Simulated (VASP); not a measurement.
# PbSe (Cmcm) in VASP: single point with PBEsol

Aim: the single point of PbSe with PBEsol.

All numbers are computed with VASP 6.6.1; they aren't measurements. Logs are shortened: lines on timing, memory, paths and dates and some standing lists are left out, and cuts for length are marked.

## Step 1: The cell of the first run

Symmetry: Cmcm, No. 63, orthorhombic system. The conventional cell has a = 4.310 Å, b = 12.268 Å, c = 4.450 Å, α = 90.00°, β = 90.00°, γ = 90.00°. Within 3.7 Å of Pb (site symmetry m2m) lie 5 Se at 2.82 to 3.10 Å. Se (site symmetry m2m) has 5 Pb at 2.82 to 3.10 Å within 3.7 Å.

## Step 2: Single point, PBEsol

The input, INCAR:

```
PREC = Accurate
ENCUT = 520
EDIFF = 1E-7
ISMEAR = 0
SIGMA = 0.01
LREAL = F
LASPH = T
NELM = 80
ALGO = Normal
ISIF = 2
LWAVE = F
LCHARG = F
GGA = PS
NBANDS = 28
```

The input, KPOINTS:

```
regular mesh
0
Gamma
  4 4 4
```

The input, POSCAR:

```
PbSe
1.0
    2.1548770000     -6.1339470000      0.0000000000
    2.1548770000      6.1339470000      0.0000000000
    0.0000000000      0.0000000000      4.4504940000
Pb Se
2 2
Direct
    0.6317610000      0.3682390000      0.7500000000
    0.3682390000      0.6317610000      0.2500000000
    0.8612900000      0.1387100000      0.7500000000
    0.1387100000      0.8612900000      0.2500000000
```

Potentials or basis: VASP PAW PBE potentials, release 64 (Pb_d, Se).

On the command line:

```
> cat potpaw_PBE.64/Pb_d/POTCAR potpaw_PBE.64/Se/POTCAR > POTCAR
> mpirun -np 1 vasp_std > vasp.out
```

OUTCAR:

```text
PREC = Accurate
   ENCUT = 520
   EDIFF = 1E-7
   ISMEAR = 0
   LREAL = F
   LASPH = T
   NELM = 80
   ISIF = 2
   GGA = PS

 ion  position               nearest neighbor table
   1  0.632  0.368  0.750-   3 2.82   4 3.10   4 3.10   4 3.10   4 3.10   2 3.92   2 3.92
   2  0.368  0.632  0.250-   4 2.82   3 3.10   3 3.10   3 3.10   3 3.10   1 3.92   1 3.92
   3  0.861  0.139  0.750-   1 2.82   2 3.10   2 3.10   2 3.10   2 3.10
   4  0.139  0.861  0.250-   2 2.82   1 3.10   1 3.10   1 3.10   1 3.10

  LATTYP: Found a base centered orthorhombic cell.
 ALAT       =     4.3097540000
 B/A-ratio  =     2.8465415891
 C/A-ratio  =     1.0326561562

  Lattice vectors:

 A1 = (   2.1548770000,  -6.1339470000,   0.0000000000)
 A2 = (   2.1548770000,   6.1339470000,   0.0000000000)
 A3 = (   0.0000000000,   0.0000000000,   4.4504940000)

Analysis of symmetry for initial positions (statically):
=====================================================================
 Subroutine PRICEL returns:
 Original cell was already a primitive cell.

 Routine SETGRP: Setting up the symmetry group for a
 base centered orthorhombic supercell.

 Subroutine GETGRP returns: Found  8 space group operations
 (whereof  4 operations were pure point group operations)
 out of a pool of  8 trial point group operations.

The static configuration has the point symmetry C_2h.
 The point group associated with its full space group is D_2h.

Analysis of symmetry for dynamics (positions and initial velocities):
=====================================================================
 Subroutine PRICEL returns:
 Original cell was already a primitive cell.

 Routine SETGRP: Setting up the symmetry group for a
 base centered orthorhombic supercell.

 Subroutine GETGRP returns: Found  8 space group operations
 (whereof  4 operations were pure point group operations)
 out of a pool of  8 trial point group operations.

The dynamic configuration has the point symmetry C_2h.
 The point group associated with its full space group is D_2h.

 Subroutine INISYM returns: Found  8 space group operations
 (whereof  4 operations are pure point group operations),
 and found     1 'primitive' translations

----------------------------------------------------------------------------------------

                                     Primitive cell

  volume of cell :     117.6524
[... 86 lines left out ...]
   LASPH  =      T    aspherical Exc in radial PAW
   ENCUT  =  520.0 eV  38.22 Ry    6.18 a.u.  12.09 12.09  8.27*2*pi/ulx,y,z
   NELM   =     80;   NELMIN=  2; NELMDL= -5     # of ELM steps
   EDIFF  = 0.1E-06   stopping-criterion for ELM
   LREAL  =      F    real-space projection
   EDIFFG = 0.1E-05   stopping-criterion for IOM
   NSW    =      0    number of steps for IOM
   IBRION =     -1    ionic relax: 0-MD 1-quasi-New 2-CG
   NFREE  =      0    steps in history (QN), initial steepest desc. (CG)
   ISIF   =      2    stress and relaxation
   ISYM   =      2    0-nonsym 1-usesym 2-fastsym
   POTIM  = 0.5000    time-step for ionic-motion
   TEBEG  =    0.0;   TEEND  =   0.0 temperature during run
   PSTRESS=    0.0 pullay stress
   NELECT =      40.0000    total number of electrons
   NUPDOWN=      -1.0000    fix difference up-down
   EMIN   =  10.00;   EMAX   =-10.00  energy-range for DOS
   EFERMI =   0.00;   METHOD = LEGACY
   ISMEAR =     0;   SIGMA  =   0.01  broadening in eV -4-tet -1-fermi 0-gaus
   EFERMI_NEDOS =   21; number of points for ismear=-14 and -15
   IALGO  =     38    algorithm
   IMIX   =      4    mixing-type and parameters
     AMIX     =   0.40;   BMIX     =  1.00
     AMIX_MAG =   1.60;   BMIX_MAG =  1.00
  volume/ion in A,a.u.               =      29.41       198.49
  Fermi-wavevector in a.u.,A,eV,Ry     =   1.142601  2.159203 17.762909  1.305537
  Thomas-Fermi vector in A             =   2.279298
   LORBIT       =      0    0 simple, 1 ext, 2 COOP (PROOUT), +10 PAW based schemes
   GGA     = PS    functional components
   LHFCALC =     F    Hartree Fock is set to
   AEXX    =    0.0000 exact exchange contribution
   IVDW    =     0    specifies the selected vdW correction
   LEPSILON=     F    determine dielectric tensor
   LRPA    =     F    only Hartree local field effects (RPA)
 non-spin polarized calculation
 Gauss-broadening in eV      SIGMA  =   0.01
  energy-cutoff  :      520.00
  volume of cell :      117.65
 maximum number of plane-waves:      3192
   NGX = 25   NGY = 25   NGZ = 17

 number of electron      39.9999995 magnetization

 Free energy of the ion-electron system (eV)
  ---------------------------------------------------
  ext. energy  EPLUGINS =         0.00000000
  ---------------------------------------------------
  free energy    TOTEN  =       -17.62946607 eV

  energy without entropy =      -17.62946607  energy(sigma->0) =      -17.62946607

 E-fermi :   4.1730     XC(G=0):  -9.6126

 val. band max:        4.0669234757   @ k =   0.0000   0.0000   0.5000
 cond. band min:       5.2137988848   @ k =   0.5000   0.5000   0.0000
 fundamental gap:      1.1468754091
 Fermi energy:         4.1730129420

 k-point     1 :       0.0000    0.0000    0.0000
  band No.  band energies     occupation
      1     -12.2796      2.00000
      2     -12.1931      2.00000
      3     -12.1856      2.00000
      4     -12.1855      2.00000
      5     -12.1648      2.00000
      6     -12.1594      2.00000
[... 640 lines left out ...]
     27      12.2258      0.00000
     28      12.2258      0.00000

------------------------ aborting loop because EDIFF is reached ----------------------------------------

  FORCE on cell =-STRESS in cart. coord.  units (eV):
  Direction    XX          YY          ZZ          XY          YZ          ZX
  --------------------------------------------------------------------------------------
  -------------------------------------------------------------------------------------
  Total       -1.3499791     -1.3002317     -1.4482476      0.0000000     -0.0000000      0.0000000
  in kB      -18.3838689    -17.7064137    -19.7220782      0.0000000     -0.0000000      0.0000000
  external PRESSURE =     -18.6041203 kB  Pullay stress =       0.0000000 kB

 VOLUME and BASIS-vectors are now :
 -----------------------------------------------------------------------------
  energy-cutoff  :      520.00
  volume of cell :      117.65
      direct lattice vectors                 reciprocal lattice vectors
     2.154877000 -6.133947000  0.000000000     0.232031805 -0.081513583  0.000000000
     2.154877000  6.133947000  0.000000000     0.232031805  0.081513583  0.000000000
     0.000000000  0.000000000  4.450494000     0.000000000  0.000000000  0.224694158

 POSITION                                       TOTAL-FORCE (eV/Angst)
 -----------------------------------------------------------------------------------
      2.15488     -1.61643      3.33787         0.000000     -0.016934      0.000000
      2.15488      1.61643      1.11262         0.000000      0.016934      0.000000
      2.15488     -4.43227      3.33787         0.000000      0.004049     -0.000000
      2.15488      4.43227      1.11262         0.000000     -0.004049     -0.000000
 -----------------------------------------------------------------------------------
    total drift:                                0.000000      0.000000      0.000000

  FREE ENERGIE OF THE ION-ELECTRON SYSTEM (eV)
  ---------------------------------------------------
  free  energy   TOTEN  =       -17.6294660721 eV

  energy  without entropy=      -17.6294660721  energy(sigma->0) =      -17.62946607
```

OSZICAR:

```text
N       E                     dE             d eps       ncg     rms          rms(c)
DAV:   1     0.411442187241E+03    0.41144E+03   -0.18790E+04  1176   0.148E+03
DAV:   2     0.252474446593E+02   -0.38619E+03   -0.37527E+03  1196   0.396E+02
DAV:   3    -0.163854626410E+02   -0.41633E+02   -0.40893E+02  1512   0.148E+02
DAV:   4    -0.181573721123E+02   -0.17719E+01   -0.17665E+01  1368   0.325E+01
DAV:   5    -0.182174347300E+02   -0.60063E-01   -0.60057E-01  1540   0.636E+00    0.382E+00
DAV:   6    -0.176418763692E+02    0.57556E+00   -0.13183E+00  1632   0.754E+00    0.209E+00
DAV:   7    -0.176313247766E+02    0.10552E-01   -0.28718E-01  1472   0.229E+00    0.119E+00
DAV:   8    -0.176317419912E+02   -0.41721E-03   -0.40701E-02  1560   0.165E+00    0.276E-01
DAV:   9    -0.176293470282E+02    0.23950E-02   -0.10010E-02  1612   0.788E-01    0.672E-02
DAV:  10    -0.176294574026E+02   -0.11037E-03   -0.79393E-04  1304   0.128E-01    0.283E-02
DAV:  11    -0.176294668193E+02   -0.94167E-05   -0.51751E-05  1708   0.497E-02    0.829E-03
DAV:  12    -0.176294663830E+02    0.43626E-06   -0.58518E-06  1388   0.123E-02    0.360E-03
DAV:  13    -0.176294660724E+02    0.31063E-06   -0.10349E-06  1416   0.885E-03    0.155E-03
DAV:  14    -0.176294660721E+02    0.35652E-09   -0.13365E-07   808   0.189E-03
   1 F= -.17629466E+02 E0= -.17629466E+02  d E =-.232563E-52
```

stdout:

```text
POSCAR found type information on POSCAR PbSe
 POSCAR found :  2 types and       4 ions
 scaLAPACK will be used
 -----------------------------------------------------------------------------
|                                                                             |
|                                                                             |
|     You enforced a specific xc type in the INCAR file but a different       |
|     I HOPE YOU KNOW WHAT YOU ARE DOING!                                     |
|                                                                             |
 -----------------------------------------------------------------------------

 LDA part: xc-table for (Slater+PW92), standard interpolation
 POSCAR, INCAR and KPOINTS ok, starting setup
 FFT: planning ... GRIDC
 FFT: planning ... GRID_SOFT
 FFT: planning ... GRID
 WAVECAR not read
 entering main loop
```

It took 2 min on 1 thread of Intel Xeon 6975P-C, shared host; peak memory 0.31 GiB.

What came out:

| Item | Value |
| --- | --- |
| Free energy | -17.6295 eV |
| Pressure | -1.9 GPa |
| Largest force | 0.017 eV/Å |
| Band gap on the k mesh | 1.15 eV, indirect (least direct gap 1.39 eV) |

Forces in eV/Å, atoms in the order of the input:
```
Pb   0.000 -0.017  0.000
Pb   0.000  0.017  0.000
Se   0.000  0.004  0.000
Se   0.000 -0.004  0.000
```

Levels at points of the mesh, in eV from the valence-band top:
| k point | band 17 | band 18 | band 19 | band 20 | band 21 | band 22 | band 23 | band 24 |
| --- | --- | --- | --- | --- | --- | --- | --- | --- |
| (0.00, 0.00, 0.00) | -2.12 | -1.51 | -1.25 | -0.34 | 4.44 | 4.46 | 4.70 | 5.34 |
| (0.50, 0.00, 0.00) | -1.15 | -0.87 | -0.44 | -0.21 | 1.51 | 1.63 | 1.87 | 2.71 |
| (0.50, 0.50, 0.00) | -1.77 | -1.68 | -1.04 | -0.54 | 1.15 | 4.30 | 4.44 | 4.55 |
| (0.00, 0.00, 0.50) | -0.83 | -0.83 | 0.00 | 0.00 | 1.53 | 1.53 | 2.37 | 2.37 |
| (0.50, 0.00, 0.50) | -3.02 | -3.02 | -1.23 | -1.23 | 3.16 | 3.16 | 5.46 | 5.46 |
| (0.50, 0.50, 0.50) | -0.93 | -0.93 | -0.38 | -0.38 | 1.32 | 1.32 | 2.83 | 2.83 |

Caveat: the PAW data sets were made with another functional, which shifts forces and pressure a little; spin-orbit coupling is left out, which moves the levels of the heavy elements. A k mesh can miss the band edges.
